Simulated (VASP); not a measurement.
# NaCl (Fm-3m) in VASP: further runs, part 2 of 2

VASP 6.6.1.

### Step 5. Single point, PBEsol

This run uses another cell than the first one, of 21.63 Å³/atom, 1.083 times its volume.

INCAR reads:

```
PREC     = Accurate       # precision mode
ENCUT    = 500            # plane-wave cutoff, eV
EDIFF    = 1E-6           # SCF threshold, eV
ISMEAR   = 0              # smearing method
SIGMA    = 0.01           # smearing width, eV
LREAL    = F              # projectors in reciprocal space
LASPH    = T              # aspherical terms in the spheres
NELM     = 120            # most SCF steps
ALGO     = Normal         # electronic algorithm
ISIF     = 2              # what is computed and relaxed
LWAVE    = F              # write WAVECAR
LCHARG   = T              # write CHGCAR
GGA      = PS             # functional
LELF     = T              # ELF
LVHAR    = T            
NBANDS   = 14             # bands
GGA_COMPAT= F
```

KPOINTS reads:

```
regular mesh
0
Gamma
  6 6 6
```

POSCAR reads:

```
NaCl
1.0
    0.0000000000      2.7863854382      2.7863854382
    2.7863854382      0.0000000000      2.7863854382
    2.7863854382      2.7863854382      0.0000000000
Na Cl
1 1
Direct
    0.0000000000      0.0000000000      0.0000000000
    0.5000000000      0.5000000000      0.5000000000
```

Potentials or basis: VASP PAW PBE potentials, release 64 (Na_pv, Cl).

Launch:

```
$ cat potpaw_PBE.64/Na_pv/POTCAR potpaw_PBE.64/Cl/POTCAR > POTCAR
$ mpirun -np 1 vasp_std > vasp.out
```

OUTCAR:

```text
PREC = Accurate
   ENCUT = 500
   EDIFF = 1E-6
   ISMEAR = 0
   LREAL = F
   LASPH = T
   NELM = 120
   ISIF = 2
   GGA = PS

 ion  position               nearest neighbor table
   1  0.000  0.000  0.000-
   2  0.500  0.500  0.500-

  LATTYP: Found a face centered cubic cell.
 ALAT       =     5.5727708764

  Lattice vectors:

 A1 = (   0.0000000000,   2.7863854382,   2.7863854382)
 A2 = (   2.7863854382,   0.0000000000,   2.7863854382)
[... 445 lines left out ...]
     14      15.9046      0.00000

------------------------ aborting loop because EDIFF is reached ----------------------------------------

  FORCE on cell =-STRESS in cart. coord.  units (eV):
  Direction    XX          YY          ZZ          XY          YZ          ZX
  --------------------------------------------------------------------------------------
  -------------------------------------------------------------------------------------
  Total        0.1144270      0.1144270      0.1144270     -0.0000000      0.0000000     -0.0000000
  in kB        4.2372658      4.2372658      4.2372658     -0.0000000      0.0000000     -0.0000000
  external PRESSURE =       4.2372658 kB  Pullay stress =       0.0000000 kB

 VOLUME and BASIS-vectors are now :
 -----------------------------------------------------------------------------
  energy-cutoff  :      500.00
  volume of cell :       43.27
      direct lattice vectors                 reciprocal lattice vectors
     0.000000000  2.786385438  2.786385438    -0.179443947  0.179443947  0.179443947
     2.786385438  0.000000000  2.786385438     0.179443947 -0.179443947  0.179443947
     2.786385438  2.786385438  0.000000000     0.179443947  0.179443947 -0.179443947

 POSITION                                       TOTAL-FORCE (eV/Angst)
 -----------------------------------------------------------------------------------
      0.00000      0.00000      0.00000        -0.000000      0.000000      0.000000
      2.78639      2.78639      2.78639         0.000000     -0.000000     -0.000000
 -----------------------------------------------------------------------------------
    total drift:                               -0.000000      0.000000      0.000000

  FREE ENERGIE OF THE ION-ELECTRON SYSTEM (eV)
  ---------------------------------------------------
  free  energy   TOTEN  =        -6.9970186618 eV

  energy  without entropy=       -6.9970186618  energy(sigma->0) =       -6.99701866
```

It took 21 s on 1 thread of Intel Xeon 8259CL, shared host; peak memory 0.16 GiB.

What came out:

```yaml
Free_energy: -6.9970 eV
Pressure: 0.4 GPa
Band_gap_on_the_k_mesh: 5.07 eV, direct
```

Caveat: the PAW data sets were made with another functional, which shifts forces and pressure a little.

### Step 6. Single point, PBEsol

This run uses another cell than the first one, of 22.74 Å³/atom, 1.139 times its volume.

INCAR reads:

```
SYSTEM = NaCl
  PREC = Accurate
  ENCUT = 500
  EDIFF = 1E-6
  ISMEAR = 0
  SIGMA = 0.01
  LREAL = .False.
  LASPH = .True.
  NELM = 120
  ALGO = Normal
  ISIF = 2
  LWAVE = .False.
  LCHARG = .False.
  GGA = PS
  NBANDS = 14
  GGA_COMPAT = .False.
```

KPOINTS reads:

```
regular mesh
0
Gamma
  6 6 6
  0 0 0
```

POSCAR reads:

```
NaCl
1.0
    0.0000000000      2.8332241937      2.8332241937
    2.8332241937      0.0000000000      2.8332241937
    2.8332241937      2.8332241937      0.0000000000
Na Cl
1 1
Direct
    0.0000000000      0.0000000000      0.0000000000
    0.5000000000      0.5000000000      0.5000000000
```

Potentials or basis: VASP PAW PBE potentials, release 64 (Na_pv, Cl).

Launch:

```
$ cat potpaw_PBE.64/Na_pv/POTCAR potpaw_PBE.64/Cl/POTCAR > POTCAR
$ mpirun -np 1 vasp_std > vasp.out
```

OUTCAR:

```text
SYSTEM = NaCl
   PREC = Accurate
   ENCUT = 500
   EDIFF = 1E-6
   ISMEAR = 0
   LREAL = .False.
   LASPH = .True.
   NELM = 120
   ISIF = 2
   GGA = PS

 ion  position               nearest neighbor table
   1  0.000  0.000  0.000-
   2  0.500  0.500  0.500-

  LATTYP: Found a face centered cubic cell.
 ALAT       =     5.6664483874

  Lattice vectors:

 A1 = (   0.0000000000,   2.8332241937,   2.8332241937)
 A2 = (   2.8332241937,   0.0000000000,   2.8332241937)
 A3 = (   2.8332241937,   2.8332241937,   0.0000000000)

Analysis of symmetry for initial positions (statically):
=====================================================================
 Subroutine PRICEL returns:
 Original cell was already a primitive cell.

 Routine SETGRP: Setting up the symmetry group for a
 face centered cubic supercell.

 Subroutine GETGRP returns: Found 48 space group operations
 (whereof 48 operations were pure point group operations)
 out of a pool of 48 trial point group operations.

The static configuration has the point symmetry O_h .

Analysis of symmetry for dynamics (positions and initial velocities):
[... 162 lines left out ...]
      3     -21.5429      2.00000
      4     -13.4771      2.00000
      5      -0.8646      2.00000
      6      -0.8646      2.00000
      7      -0.8646      2.00000
      8       4.0165      0.00000
      9      10.1185      0.00000
     10      10.1185      0.00000
     11      10.1185      0.00000
     12      12.3205      0.00000
     13      12.3205      0.00000
     14      13.6748      0.00000
[... 241 lines left out ...]
      1     -21.5597      2.00000
      2     -21.5538      2.00000
      3     -21.5524      2.00000
      4     -13.0857      2.00000
      5      -2.3039      2.00000
      6      -1.7766      2.00000
      7      -1.5785      2.00000
      8       7.3831      0.00000
      9       7.8432      0.00000
     10       9.4012      0.00000
     11      11.0006      0.00000
     12      14.0637      0.00000
     13      15.2061      0.00000
     14      15.2950      0.00000

------------------------ aborting loop because EDIFF is reached ----------------------------------------

  FORCE on cell =-STRESS in cart. coord.  units (eV):
  Direction    XX          YY          ZZ          XY          YZ          ZX
  --------------------------------------------------------------------------------------
  -------------------------------------------------------------------------------------
  Total       -0.2359083     -0.2359083     -0.2359083     -0.0000000     -0.0000000      0.0000000
  in kB       -8.3096177     -8.3096177     -8.3096177     -0.0000000     -0.0000000      0.0000000
  external PRESSURE =      -8.3096177 kB  Pullay stress =       0.0000000 kB

 VOLUME and BASIS-vectors are now :
 -----------------------------------------------------------------------------
  energy-cutoff  :      500.00
  volume of cell :       45.49
      direct lattice vectors                 reciprocal lattice vectors
     0.000000000  2.833224194  2.833224194    -0.176477386  0.176477386  0.176477386
     2.833224194  0.000000000  2.833224194     0.176477386 -0.176477386  0.176477386
     2.833224194  2.833224194  0.000000000     0.176477386  0.176477386 -0.176477386

 POSITION                                       TOTAL-FORCE (eV/Angst)
 -----------------------------------------------------------------------------------
      0.00000      0.00000      0.00000         0.000000     -0.000000      0.000000
      2.83322      2.83322      2.83322        -0.000000      0.000000     -0.000000
 -----------------------------------------------------------------------------------
    total drift:                               -0.000000      0.000000      0.000000

  FREE ENERGIE OF THE ION-ELECTRON SYSTEM (eV)
  ---------------------------------------------------
  free  energy   TOTEN  =        -6.9946741244 eV

  energy  without entropy=       -6.9946741244  energy(sigma->0) =       -6.99467412
```

Wall time 21 s (1 thread of Intel Xeon 8259CL, shared host); peak memory 0.16 GiB.

Results:

- Free energy: -6.9947 eV
- Pressure: -0.8 GPa
- Band gap on the k mesh: 4.88 eV, direct

Levels at points of the mesh, in eV from the valence-band top:
| k point | band 5 | band 6 | band 7 | band 8 | band 9 | band 10 |
| --- | --- | --- | --- | --- | --- | --- |
| (0.00, 0.00, 0.00) | 0.00 | 0.00 | 0.00 | 4.88 | 10.98 | 10.98 |
| (0.50, 0.00, 0.00) | -1.93 | -0.26 | -0.26 | 7.05 | 10.39 | 10.83 |
| (0.50, 0.50, 0.00) | -1.67 | -0.60 | -0.60 | 7.40 | 7.90 | 11.03 |

Caveat: the PAW data sets were made with another functional, which shifts forces and pressure a little.

### Step 7. Overview

```tsv
cell	gap on the mesh (eV)	pressure (GPa)
a = 3.837 Å, angles 60.0°, 2 atoms	5.39	3.1
a = 3.872 Å, angles 60.0°, 2 atoms	5.28	2.1
a = 3.907 Å, angles 60.0°, 2 atoms	5.17	1.2
a = 3.941 Å, angles 60.0°, 2 atoms	5.07	0.4
a = 4.007 Å, angles 60.0°, 2 atoms	4.88	-0.8
```

Alike in all rows: task single point; level PBEsol; potentials or basis VASP PAW PBE potentials, release 64 (Na_pv, Cl); no spin polarisation; k mesh 6 × 6 × 6; cutoff (eV) 500; smearing gaussian 0.01 eV.

Caveats: the PAW data sets were made with another functional, which shifts forces and pressure a little.

Absolute energies hang on the potentials; compare differences alone.
